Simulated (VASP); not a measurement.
# Mn2FeSe3 (P-3m1) in VASP: single point with PBE

Aim: the single point of Mn2FeSe3 with PBE.

All numbers are computed with VASP 6.6.1; they aren't measurements. Logs are shortened: lines on timing, memory, paths and dates and some standing lists are left out, and cuts for length are marked.

## (1) The cell of the first run

Symmetry: P-3m1, No. 164, trigonal system. The conventional cell has a = 3.526 Å, b = 3.526 Å, c = 8.565 Å, α = 90.00°, β = 90.00°, γ = 120.00°. Se (site symmetry -3m) has 6 Mn at 2.49 Å within 3.3 Å. Se (site symmetry 3m) has 3 Fe at 2.46 Å and 3 Mn at 2.52 Å within 3.2 Å. Within 3.2 Å of Fe (site symmetry -3m) lie 6 Se at 2.46 Å. Mn (site symmetry 3m) has 6 Se at 2.49 to 2.52 Å within 3.3 Å.

## (2) Single point, PBE, collinear spin, ferromagnetic start

INCAR reads:

```
SYSTEM = Mn2FeSe3
PREC     = Accurate       ! precision mode
ENCUT    = 520            ! plane-wave cutoff, eV
EDIFF    = 1E-6           ! SCF threshold, eV
ISMEAR   = -1             ! smearing method
SIGMA    = 0.05           ! smearing width, eV
LREAL    = .False.        ! projectors in reciprocal space
LASPH    = .True.         ! aspherical terms in the spheres
NELM     = 150            ! most SCF steps
ALGO     = Normal         ! electronic algorithm
ISIF     = 2              ! what is computed and relaxed
LWAVE    = .False.        ! write WAVECAR
LCHARG   = .True.         ! write CHGCAR
ISPIN    = 2              ! spin polarisation
MAGMOM   = 0 0 0 4.5 5.5 5.5 ! initial moments
LORBIT   = 11             ! projections on sites
LMAXMIX  = 4              ! l up to which the mixer works
GGA      = PE             ! functional
LELF     = .True.         ! ELF
LVHAR    = .True.       
NBANDS   = 39             ! bands
```

KPOINTS reads:

```
Automatic mesh
0
Gamma
  9 9 3
  0 0 0
```

POSCAR reads:

```
Mn2FeSe3
1.0
    3.5257490756      0.0000000000      0.0000000000
   -1.7628745378      3.0533882668      0.0000000000
    0.0000000000      0.0000000000      8.5645230000
Se Fe Mn
3 1 2
Direct
    0.0000000000      0.0000000000      0.5000000000
    0.6666666667      0.3333333333      0.8394020000
    0.3333333333      0.6666666667      0.1605980000
    0.0000000000      0.0000000000      0.0000000000
    0.6666666667      0.3333333333      0.3332160000
    0.3333333333      0.6666666667      0.6667840000
```

Potentials or basis: VASP PAW PBE potentials, release 64 (Se, Fe, Mn_pv).

Launch:

```bash
> cat potpaw_PBE.64/Se/POTCAR potpaw_PBE.64/Fe/POTCAR potpaw_PBE.64/Mn_pv/POTCAR > POTCAR
> mpirun -np 1 vasp_std > vasp.out
```

OUTCAR:

```text
SYSTEM = Mn2FeSe3
   PREC = Accurate
   ENCUT = 520
   EDIFF = 1E-6
   ISMEAR = -1
   LREAL = .False.
   LASPH = .True.
   NELM = 150
   ISIF = 2
   ISPIN = 2
   LORBIT = 11
   GGA = PE

 ion  position               nearest neighbor table
   1  0.000  0.000  0.500-   5 2.49   6 2.49   6 2.49   5 2.49   5 2.49   6 2.49
   2  0.667  0.333  0.839-   4 2.46   4 2.46   4 2.46   6 2.52   6 2.52   6 2.52
   3  0.333  0.667  0.161-   4 2.46   4 2.46   4 2.46   5 2.52   5 2.52   5 2.52
   4  0.000  0.000  0.000-   2 2.46   3 2.46   3 2.46   2 2.46   2 2.46   3 2.46
   5  0.667  0.333  0.333-   1 2.49   1 2.49   1 2.49   3 2.52   3 2.52   3 2.52
   6  0.333  0.667  0.667-   1 2.49   1 2.49   1 2.49   2 2.52   2 2.52   2 2.52

  LATTYP: Found a hexagonal cell.
 ALAT       =     3.5257490756
 C/A-ratio  =     2.4291357145

  Lattice vectors:

 A1 = (   3.5257490756,   0.0000000000,   0.0000000000)
 A2 = (  -1.7628745378,   3.0533882668,   0.0000000000)
 A3 = (   0.0000000000,   0.0000000000,   8.5645230000)

Analysis of symmetry for initial positions (statically):
=====================================================================
 Subroutine PRICEL returns:
 Original cell was already a primitive cell.

 Routine SETGRP: Setting up the symmetry group for a
 hexagonal supercell.

 Subroutine GETGRP returns: Found 12 space group operations
 (whereof 12 operations were pure point group operations)
 out of a pool of 24 trial point group operations.

The static configuration has the point symmetry D_3d.

Analysis of symmetry for dynamics (positions and initial velocities):
=====================================================================
 Subroutine PRICEL returns:
 Original cell was already a primitive cell.

 Routine SETGRP: Setting up the symmetry group for a
 hexagonal supercell.

 Subroutine GETGRP returns: Found 12 space group operations
 (whereof 12 operations were pure point group operations)
 out of a pool of 24 trial point group operations.

The dynamic configuration has the point symmetry D_3d.

Analysis of structural, dynamic, and magnetic symmetry:
=====================================================================
 Subroutine PRICEL returns:
 Original cell was already a primitive cell.

 Routine SETGRP: Setting up the symmetry group for a
 hexagonal supercell.

 Subroutine GETGRP returns: Found 12 space group operations
 (whereof 12 operations were pure point group operations)
 out of a pool of 24 trial point group operations.

The overall configuration has the point symmetry D_3d.

[... 143 lines left out ...]

 number of electron      51.9999994 magnetization       9.9542273

 number of electron      51.9999994 magnetization      10.2830512

 Free energy of the ion-electron system (eV)
  ---------------------------------------------------
  ext. energy  EPLUGINS =         0.00000000
  ---------------------------------------------------
  free energy    TOTEN  =       -37.04249060 eV

  energy without entropy =      -36.98449022  energy(sigma->0) =      -37.01349041

 E-fermi :   7.9932     XC(G=0): -11.6652

 val. band max:        7.9891676850   @ k =   0.4444  -0.0000   0.0000
 cond. band min:       8.0080541184   @ k =   0.1111  -0.0000   0.3333
 fundamental gap:      0.0188864334
 Fermi energy:         7.9932062284

 spin component 1

 k-point     1 :       0.0000    0.0000    0.0000
  band No.  band energies     occupation
      1     -42.2521      1.00000
      2     -42.2427      1.00000
      3     -42.2423      1.00000
      4     -42.2423      1.00000
      5     -42.2413      1.00000
      6     -42.2413      1.00000
[... 973 lines left out ...]
     37      13.6939      0.00000
     38      14.6728      0.00000

 [... further k-points ...]

 spin component 2

 k-point     1 :       0.0000    0.0000    0.0000
  band No.  band energies     occupation
      1     -38.4907      1.00000
      2     -38.4784      1.00000
      3     -38.4743      1.00000
      4     -38.4743      1.00000
      5     -38.4731      1.00000
      6     -38.4731      1.00000
[... 973 lines left out ...]
     37      14.2787      0.00000
     38      15.4294      0.00000

 [... further k-points ...]

 [bands above 38 left out]

------------------------ aborting loop because EDIFF is reached ----------------------------------------

  FORCE on cell =-STRESS in cart. coord.  units (eV):
  Direction    XX          YY          ZZ          XY          YZ          ZX
  --------------------------------------------------------------------------------------
  -------------------------------------------------------------------------------------
  Total        9.3265667      9.3265667      9.1524241      0.0000000      0.0000000      0.0000000
  in kB      162.0674392    162.0674392    159.0413684      0.0000000      0.0000000      0.0000000
  external PRESSURE =     161.0587489 kB  Pullay stress =       0.0000000 kB

 VOLUME and BASIS-vectors are now :
 -----------------------------------------------------------------------------
  energy-cutoff  :      520.00
  volume of cell :       92.20
      direct lattice vectors                 reciprocal lattice vectors
     3.525749076  0.000000000  0.000000000     0.283627671  0.163752512  0.000000000
    -1.762874538  3.053388267  0.000000000     0.000000000  0.327505025  0.000000000
     0.000000000  0.000000000  8.564523000     0.000000000  0.000000000  0.116760735

 POSITION                                       TOTAL-FORCE (eV/Angst)
 -----------------------------------------------------------------------------------
      0.00000      0.00000      4.28226         0.000000     -0.000000      0.000000
      1.76287      1.01780      7.18908         0.000000      0.000000      0.068681
     -0.00000      2.03559      1.37545         0.000000      0.000000     -0.068681
      0.00000      0.00000      0.00000         0.000000     -0.000000      0.000000
      1.76287      1.01780      2.85384        -0.000000     -0.000000     -0.259653
     -0.00000      2.03559      5.71069         0.000000     -0.000000      0.259653
 -----------------------------------------------------------------------------------
    total drift:                               -0.000000      0.000000      0.000000

  FREE ENERGIE OF THE ION-ELECTRON SYSTEM (eV)
  ---------------------------------------------------
  free  energy   TOTEN  =       -37.0424906017 eV

  energy  without entropy=      -36.9844902211  energy(sigma->0) =      -37.01349041

 total charge

# of ion       s       p       d       tot
------------------------------------------
    1        1.449   2.464   0.087   4.000
    2        1.449   2.428   0.087   3.964
    3        1.449   2.428   0.087   3.964
    4        0.360   0.413   6.362   7.135
    5        0.270   6.235   5.107  11.612
    6        0.270   6.235   5.107  11.612
--------------------------------------------------
tot          5.248  20.202  16.837  42.286

 magnetization (x)

# of ion       s       p       d       tot
------------------------------------------
    1        0.023   0.005   0.021   0.049
    2        0.024   0.006   0.016   0.045
    3        0.024   0.006   0.016   0.045
    4        0.055   0.044   2.364   2.464
    5        0.059   0.047   3.495   3.601
    6        0.059   0.047   3.495   3.601
--------------------------------------------------
tot          0.245   0.154   9.407   9.806
```

OSZICAR:

```text
N       E                     dE             d eps       ncg     rms          rms(c)
DAV:   1     0.542845441759E+03    0.54285E+03   -0.26775E+04  5052   0.148E+03
DAV:   2     0.869583080987E+01   -0.53415E+03   -0.50520E+03  4850   0.411E+02
DAV:   3    -0.372982700170E+02   -0.45994E+02   -0.43647E+02  5582   0.127E+02
[... 10 lines left out ...]
DAV:  14    -0.370422336361E+02   -0.18462E-03   -0.20627E-03  6771   0.329E-01    0.154E-01
DAV:  15    -0.370425368315E+02   -0.30320E-03   -0.67800E-04  6819   0.153E-01    0.141E-01
DAV:  16    -0.370424747374E+02    0.62094E-04   -0.25544E-04  6995   0.150E-01    0.550E-02
DAV:  17    -0.370424884986E+02   -0.13761E-04   -0.41184E-05  6676   0.489E-02    0.197E-02
DAV:  18    -0.370424907853E+02   -0.22867E-05   -0.17004E-05  6651   0.260E-02    0.179E-02
DAV:  19    -0.370424906017E+02    0.18364E-06   -0.54528E-06  3666   0.212E-02
   1 F= -.37042491E+02 E0= -.37013490E+02  d E =-.580004E-01  mag=    10.2824
```

It took 3.6 min on 1 thread of Intel Xeon Platinum 8488C (Sapphire Rapids), shared host; peak memory 0.37 GiB.

What came out:

```
Free energy                                           : -37.0425 eV
Pressure                                              : 16.1 GPa
Largest force                                         : 0.260 eV/Å
Net moment                                            : 10.28 μB per cell
Site moments                                          : Se +0.05, +0.04 (each value once); Fe +2.46; Mn +3.60 μB
Valence electrons inside the program's atomic spheres : Se 4.00, 3.96 (each value once); Fe 7.13; Mn 11.61
```

Forces on the atoms (eV/Å):
```
Se   0.000  0.000  0.000
Se   0.000  0.000  0.069
Se   0.000  0.000 -0.069
Fe   0.000  0.000  0.000
Mn   0.000  0.000 -0.260
Mn   0.000  0.000  0.260
```

Stress tensor (GPa, compression positive):
```
16.21  0.00  0.00
 0.00 16.21  0.00
 0.00  0.00 15.90
```

Levels at points of the mesh, in eV from the Fermi level:
Spin up:
| k point | band 28 | band 29 | band 30 | band 31 | band 32 | band 33 | band 34 | band 35 |
| --- | --- | --- | --- | --- | --- | --- | --- | --- |
| (0.00, 0.00, 0.00) | -1.36 | -1.26 | 1.02 | 1.02 | 1.10 | 1.10 | 3.56 | 3.81 |
Spin down:
| k point | band 17 | band 18 | band 19 | band 20 | band 21 | band 22 | band 23 | band 24 | band 25 | band 26 |
| --- | --- | --- | --- | --- | --- | --- | --- | --- | --- | --- |
| (0.00, 0.00, 0.00) | -1.23 | -1.14 | -0.71 | -0.71 | -0.68 | -0.39 | -0.39 | 0.14 | 0.14 | 0.28 |

Caveat: the cell stands under pressure; semilocal functionals often make such compounds metallic where correlation or magnetic order opens a gap, which also shifts bond lengths; the run started ferromagnetic, and an antiferromagnetic order may lie lower in energy. With open d or f shells a metallic result of PBE can be an artefact of self-interaction; +U or a hybrid may open a gap.
